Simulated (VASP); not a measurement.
# NaH6 (Pm-3m) in VASP: a series of runs

The runs below take NaH6 through single point, relaxation of cell and atoms, with PBE.

Everything below comes from runs of VASP 6.6.1. Logs are shortened: lines on timing, memory, paths and dates and some standing lists are left out, and cuts for length are marked.

## Step 1: The cell of the first run

It takes space group Pm-3m (No. 221, cubic). The conventional cell has a = 4.034 Å, b = 4.034 Å, c = 4.034 Å, α = 90.00°, β = 90.00°, γ = 90.00°. Within 3.8 Å of Na (site symmetry m-3m) lie 24 H at 2.88 Å. Within 1.1 Å of H (site symmetry 4mm) lie 1 H at 0.81 Å.

## Step 2: Single point, PBE

Contents of INCAR:

```
SYSTEM = NaH6
  PREC = Accurate
  ENCUT = 520
  EDIFF = 1E-6
  ISMEAR = 0
  SIGMA = 0.1
  LREAL = .FALSE.
  LASPH = .TRUE.
  NELM = 100
  ALGO = Normal
  ISIF = 2
  LWAVE = .FALSE.
  LCHARG = .TRUE.
  GGA = PE
  LELF = .TRUE.
  LVHAR = .TRUE.
  NBANDS = 16
```

Contents of KPOINTS:

```
regular mesh
0
G
  10 10 10
  0 0 0
```

Contents of POSCAR:

```
NaH6
1.0
    4.0335261339      0.0000000000      0.0000000000
    0.0000000000      4.0335261339      0.0000000000
    0.0000000000      0.0000000000      4.0335261339
Na H
1 6
Direct
    0.0000000000      0.0000000000      0.0000000000
    0.1008307326      0.5000000000      0.5000000000
    0.5000000000      0.1008307326      0.5000000000
    0.8991692674      0.5000000000      0.5000000000
    0.5000000000      0.8991692674      0.5000000000
    0.5000000000      0.5000000000      0.1008307326
    0.5000000000      0.5000000000      0.8991692674
```

Potentials or basis: VASP PAW PBE potentials, release 64 (Na_pv, H).

Launch:

```
$ cat potpaw_PBE.64/Na_pv/POTCAR potpaw_PBE.64/H/POTCAR > POTCAR
$ mpirun -np 1 vasp_std > vasp.out
```

OUTCAR:

```text
SYSTEM = NaH6
   PREC = Accurate
   ENCUT = 520
   EDIFF = 1E-6
   ISMEAR = 0
   LREAL = .FALSE.
   LASPH = .TRUE.
   NELM = 100
   ISIF = 2
   GGA = PE

 ion  position               nearest neighbor table
   1  0.000  0.000  0.000-
   2  0.101  0.500  0.500-   4 0.81
   3  0.500  0.101  0.500-   5 0.81
   4  0.899  0.500  0.500-   2 0.81
   5  0.500  0.899  0.500-   3 0.81
   6  0.500  0.500  0.101-   7 0.81
   7  0.500  0.500  0.899-   6 0.81

  LATTYP: Found a simple cubic cell.
 ALAT       =     4.0335261339

  Lattice vectors:

 A1 = (   4.0335261339,   0.0000000000,   0.0000000000)
 A2 = (   0.0000000000,   4.0335261339,   0.0000000000)
 A3 = (   0.0000000000,   0.0000000000,   4.0335261339)

Analysis of symmetry for initial positions (statically):
=====================================================================
 Subroutine PRICEL returns:
 Original cell was already a primitive cell.

 Routine SETGRP: Setting up the symmetry group for a
 simple cubic supercell.

 Subroutine GETGRP returns: Found 48 space group operations
 (whereof 48 operations were pure point group operations)
 out of a pool of 48 trial point group operations.

The static configuration has the point symmetry O_h .

Analysis of symmetry for dynamics (positions and initial velocities):
=====================================================================
 Subroutine PRICEL returns:
 Original cell was already a primitive cell.

 Routine SETGRP: Setting up the symmetry group for a
 simple cubic supercell.

 Subroutine GETGRP returns: Found 48 space group operations
 (whereof 48 operations were pure point group operations)
 out of a pool of 48 trial point group operations.

The dynamic configuration has the point symmetry O_h .

 Subroutine INISYM returns: Found 48 space group operations
 (whereof 48 operations are pure point group operations),
 and found     1 'primitive' translations

----------------------------------------------------------------------------------------

                                     Primitive cell

  volume of cell :      65.6228

  direct lattice vectors                    reciprocal lattice vectors
     4.033526134  0.000000000  0.000000000     0.247922033  0.000000000  0.000000000
     0.000000000  4.033526134  0.000000000     0.000000000  0.247922033  0.000000000
     0.000000000  0.000000000  4.033526134     0.000000000  0.000000000  0.247922033

  length of vectors
     4.033526134  4.033526134  4.033526134     0.247922033  0.247922033  0.247922033

  position of ions in fractional coordinates (direct lattice)
     0.000000000  0.000000000  0.000000000
     0.100830733  0.500000000  0.500000000
     0.500000000  0.100830733  0.500000000
     0.899169267  0.500000000  0.500000000
     0.500000000  0.899169267  0.500000000
     0.500000000  0.500000000  0.100830733
     0.500000000  0.500000000  0.899169267

  ion indices of the primitive-cell ions
   primitive index   ion index
                 1           1
                 2           2
                 3           3
                 4           4
                 5           5
                 6           6
                 7           7

----------------------------------------------------------------------------------------

 KPOINTS: regular mesh

Automatic generation of k-mesh.
 Grid dimensions read from file:
 generate k-points for:   10   10   10

 Generating k-lattice:

  Cartesian coordinates                     Fractional coordinates (reciprocal lattice)
     0.024792203  0.000000000  0.000000000     0.100000000  0.000000000  0.000000000
     0.000000000  0.024792203  0.000000000     0.000000000  0.100000000  0.000000000
     0.000000000  0.000000000  0.024792203     0.000000000  0.000000000  0.100000000

  Length of vectors
     0.024792203  0.024792203  0.024792203

  Shift w.r.t. Gamma in fractional coordinates (k-lattice)
     0.000000000  0.000000000  0.000000000

 Subroutine IBZKPT returns following result:
 ===========================================

 Found     56 irreducible k-points:

 Following reciprocal coordinates:
            Coordinates               Weight
  0.000000  0.000000  0.000000      1.000000
  0.100000  0.000000  0.000000      6.000000
  0.200000  0.000000  0.000000      6.000000
  0.300000  0.000000  0.000000      6.000000
  0.400000  0.000000  0.000000      6.000000
  0.500000  0.000000  0.000000      3.000000
[... 16 lines left out ...]
  0.200000  0.100000  0.100000     24.000000
  0.300000  0.100000  0.100000     24.000000
 [... further k-points ...]
   k-points           NKPTS =     56   k-points in BZ     NKDIM =     56   number of bands    NBANDS=     16
   number of dos      NEDOS =    301   number of ions     NIONS =      7
   total plane-waves  NPLWV =  27000
   dimension x,y,z NGX =    30 NGY =   30 NGZ =   30
   dimension x,y,z NGXF=    60 NGYF=   60 NGZF=   60
   ions per type =               1   6
   NGX,Y,Z   is equivalent  to a cutoff of  12.36, 12.36, 12.36 a.u.
   NGXF,Y,Z  is equivalent  to a cutoff of  24.73, 24.73, 24.73 a.u.
 SYSTEM =  NaH6
   PREC   = accura    normal or accurate (medium, high low for compatibility)
   ISTART =      0    job   : 0-new  1-cont  2-samecut
   ICHARG =      2    charge: 1-file 2-atom 10-const
   ISPIN  =      1    spin polarized calculation?
   LNONCOLLINEAR =      F non collinear calculations
   LSORBIT =      F    spin-orbit coupling
   LASPH  =      T    aspherical Exc in radial PAW
   ENCUT  =  520.0 eV  38.22 Ry    6.18 a.u.   7.50  7.50  7.50*2*pi/ulx,y,z
   NELM   =    100;   NELMIN=  2; NELMDL= -5     # of ELM steps
   EDIFF  = 0.1E-05   stopping-criterion for ELM
   LREAL  =      F    real-space projection
   EDIFFG = 0.1E-04   stopping-criterion for IOM
   NSW    =      0    number of steps for IOM
   IBRION =     -1    ionic relax: 0-MD 1-quasi-New 2-CG
   NFREE  =      0    steps in history (QN), initial steepest desc. (CG)
   ISIF   =      2    stress and relaxation
   ISYM   =      2    0-nonsym 1-usesym 2-fastsym
   POTIM  = 0.5000    time-step for ionic-motion
   TEBEG  =    0.0;   TEEND  =   0.0 temperature during run
   PSTRESS=    0.0 pullay stress
   NELECT =      13.0000    total number of electrons
   NUPDOWN=      -1.0000    fix difference up-down
   EMIN   =  10.00;   EMAX   =-10.00  energy-range for DOS
   EFERMI =   0.00;   METHOD = LEGACY
   ISMEAR =     0;   SIGMA  =   0.10  broadening in eV -4-tet -1-fermi 0-gaus
   EFERMI_NEDOS =   21; number of points for ismear=-14 and -15
   IALGO  =     38    algorithm
   IMIX   =      4    mixing-type and parameters
     AMIX     =   0.40;   BMIX     =  1.00
     AMIX_MAG =   1.60;   BMIX_MAG =  1.00
  volume/ion in A,a.u.               =       9.37        63.26
  Fermi-wavevector in a.u.,A,eV,Ry     =   0.954343  1.803446 12.391781  0.910770
  Thomas-Fermi vector in A             =   2.083081
   LORBIT       =      0    0 simple, 1 ext, 2 COOP (PROOUT), +10 PAW based schemes
   GGA     = PE    functional components
   LHFCALC =     F    Hartree Fock is set to
   AEXX    =    0.0000 exact exchange contribution
   IVDW    =     0    specifies the selected vdW correction
   LEPSILON=     F    determine dielectric tensor
   LRPA    =     F    only Hartree local field effects (RPA)
 non-spin polarized calculation
 Gauss-broadening in eV      SIGMA  =   0.10
  energy-cutoff  :      520.00
  volume of cell :       65.62
 maximum number of plane-waves:      1791
 NGX is ok and might be reduce to    30
   NGX = 15   NGY = 15   NGZ = 15

 number of electron      12.9999966 magnetization

 Free energy of the ion-electron system (eV)
  ---------------------------------------------------
  ext. energy  EPLUGINS =         0.00000000
  ---------------------------------------------------
  free energy    TOTEN  =       -20.16938375 eV

  energy without entropy =      -20.15954702  energy(sigma->0) =      -20.16446538

 E-fermi :   1.9369     XC(G=0):  -7.3187

 val. band max:        1.9000657217   @ k =   0.4000   0.3000   0.1000
 cond. band min:       1.9540263193   @ k =   0.4000   0.3000   0.0000
 fundamental gap:      0.0539605976
 Fermi energy:         1.9369040868

 k-point     1 :       0.0000    0.0000    0.0000
  band No.  band energies     occupation
      1     -25.0120      2.00000
      2     -25.0120      2.00000
      3     -25.0120      2.00000
      4      -9.5033      2.00000
      5      -5.7763      2.00000
      6      -5.7763      2.00000
[... 8 lines left out ...]
     15      11.0235      0.00000
     16      11.0235      0.00000

 k-point     2 :       0.1000    0.0000    0.0000
  band No.  band energies     occupation
      1     -25.0129      2.00000
      2     -25.0120      2.00000
      3     -25.0120      2.00000
      4      -9.4403      2.00000
      5      -5.8859      2.00000
      6      -5.7657      2.00000
[... 8 lines left out ...]
     15      10.6130      0.00000
     16      12.1640      0.00000

 k-point     3 :       0.2000    0.0000    0.0000
  band No.  band energies     occupation
      1     -25.0151      2.00000
      2     -25.0118      2.00000
      3     -25.0118      2.00000
      4      -9.2566      2.00000
      5      -6.1912      2.00000
      6      -5.7377      2.00000
[... 8 lines left out ...]
     15      11.0093      0.00000
     16      12.0328      0.00000

 k-point     4 :       0.3000    0.0000    0.0000
  band No.  band energies     occupation
      1     -25.0178      2.00000
      2     -25.0116      2.00000
      3     -25.0116      2.00000
      4      -8.9704      2.00000
      5      -6.6257      2.00000
      6      -5.7026      2.00000
[... 8 lines left out ...]
     15      12.1520      0.00000
     16      12.1534      0.00000
[... 324 lines left out ...]
 k-point    22 :       0.1000    0.1000    0.1000
  band No.  band energies     occupation
      1     -25.0128      2.00000
      2     -25.0127      2.00000
      3     -25.0127      2.00000
      4      -9.3158      2.00000
      5      -5.9168      2.00000
      6      -5.9168      2.00000
[... 8 lines left out ...]
     15      11.4958      0.00000
     16      12.0100      0.00000

 k-point    23 :       0.2000    0.1000    0.1000
  band No.  band energies     occupation
      1     -25.0149      2.00000
      2     -25.0126      2.00000
      3     -25.0125      2.00000
      4      -9.1345      2.00000
      5      -6.1978      2.00000
      6      -5.8866      2.00000
[... 8 lines left out ...]
     15      10.8288      0.00000
     16      12.1396      0.00000

 k-point    24 :       0.3000    0.1000    0.1000
  band No.  band energies     occupation
      1     -25.0176      2.00000
      2     -25.0123      2.00000
      3     -25.0123      2.00000
      4      -8.8523      2.00000
      5      -6.6052      2.00000
      6      -5.8487      2.00000
[... 8 lines left out ...]
     15      10.5867      0.00000
     16      12.2727      0.00000

 [... further k-points ...]
[... 5 lines left out ...]
  --------------------------------------------------------------------------------------
  -------------------------------------------------------------------------------------
  Total       -0.0735607     -0.0735607     -0.0735607      0.0000000      0.0000000      0.0000000
  in kB       -1.7959809     -1.7959809     -1.7959809      0.0000000      0.0000000      0.0000000
  external PRESSURE =      -1.7959809 kB  Pullay stress =       0.0000000 kB

 VOLUME and BASIS-vectors are now :
 -----------------------------------------------------------------------------
  energy-cutoff  :      520.00
  volume of cell :       65.62
      direct lattice vectors                 reciprocal lattice vectors
     4.033526134  0.000000000  0.000000000     0.247922033  0.000000000  0.000000000
     0.000000000  4.033526134  0.000000000     0.000000000  0.247922033  0.000000000
     0.000000000  0.000000000  4.033526134     0.000000000  0.000000000  0.247922033

 POSITION                                       TOTAL-FORCE (eV/Angst)
 -----------------------------------------------------------------------------------
      0.00000      0.00000      0.00000        -0.000000     -0.000000      0.000000
      0.40670      2.01676      2.01676         0.001926     -0.000000      0.000000
      2.01676      0.40670      2.01676        -0.000000      0.001926      0.000000
      3.62682      2.01676      2.01676        -0.001926     -0.000000     -0.000000
      2.01676      3.62682      2.01676        -0.000000     -0.001926     -0.000000
      2.01676      2.01676      0.40670        -0.000000     -0.000000      0.001926
      2.01676      2.01676      3.62682         0.000000     -0.000000     -0.001926
 -----------------------------------------------------------------------------------
    total drift:                               -0.000000     -0.000000     -0.000000

  FREE ENERGIE OF THE ION-ELECTRON SYSTEM (eV)
  ---------------------------------------------------
  free  energy   TOTEN  =       -20.1693837515 eV

  energy  without entropy=      -20.1595470170  energy(sigma->0) =      -20.16446538
```

It took 25 s on 1 thread of AMD EPYC 9R45 (Zen 5), shared host; peak memory 0.16 GiB.

Results:

| Quantity | Value |
| --- | --- |
| Free energy | -20.1694 eV |
| Pressure | -0.2 GPa |

Levels at points of the mesh, in eV from the Fermi level:
| k point | band 2 | band 3 | band 4 | band 5 | band 6 | band 7 | band 8 | band 9 | band 10 | band 11 |
| --- | --- | --- | --- | --- | --- | --- | --- | --- | --- | --- |
| (0.00, 0.00, 0.00) | -26.95 | -26.95 | -11.44 | -7.71 | -7.71 | 1.64 | 1.64 | 1.64 | 2.30 | 7.76 |
| (0.50, 0.00, 0.00) | -26.95 | -26.95 | -10.38 | -9.25 | -7.60 | 0.88 | 2.72 | 2.72 | 3.34 | 5.14 |
| (0.50, 0.50, 0.00) | -26.96 | -26.95 | -9.20 | -8.99 | -8.99 | -0.39 | 0.68 | 3.37 | 3.37 | 3.83 |
| (0.50, 0.50, 0.50) | -26.96 | -26.96 | -8.82 | -8.82 | -8.82 | -2.07 | 1.01 | 1.01 | 1.01 | 3.51 |

(Part 1 of 3 ends here.)
